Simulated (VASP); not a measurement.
Input of a VASP 6.6.1 run:

INCAR

```
SYSTEM = Ti
PREC = Accurate
ENCUT = 600
EDIFF = 1E-6
ISMEAR = -1
SIGMA = 0.1
LREAL = .False.
LASPH = .True.
NELM = 80
ALGO = Normal
ISIF = 3
LWAVE = .False.
LCHARG = .False.
GGA = PE
IBRION = 2
NSW = 32
EDIFFG = -0.005
PSTRESS = 680.0
```

KPOINTS

```
regular mesh
0
Gamma
  18 18 18
  0 0 0
```

File POSCAR:

```
Ti
1.0
    0.0000000000      1.8271878723      1.8271878723
    1.8271878723      0.0000000000      1.8271878723
    1.8271878723      1.8271878723      0.0000000000
Ti
1
Direct
    0.0000000000      0.0000000000      0.0000000000
```

Potentials or basis: VASP PAW PBE potentials, release 64 (Ti_sv).

Run with:

```console
$ cat potpaw_PBE.64/Ti_sv/POTCAR > POTCAR
$ mpirun -np 1 vasp_std > vasp.out
```

What does it give for the band gap on the k mesh?

Zero (bands 6 and 7 overlap by 1.74 eV).

Estimate the space group after relaxing (to 0.1 Å).

Fm-3m (No. 225).

What does it give for the relaxed cell?

a = 2.581 Å, b = 2.581 Å, c = 2.581 Å, α = 60.00°, β = 60.00°, γ = 60.00°.

Predict the relaxed volume.

12.15 Å³/atom.

Step by step:
```tsv
step	energy change (eV)	largest force (eV/Å)	pressure (GPa)	volume (Å³)
1	0.0000	0.0000	66.80	12.20
2	0.0691	0.0000	70.70	12.04
3	0.0205	0.0000	67.99	12.15
```

Caveat: the cell is relaxed towards a set pressure, so the run minimises the enthalpy, not the energy.
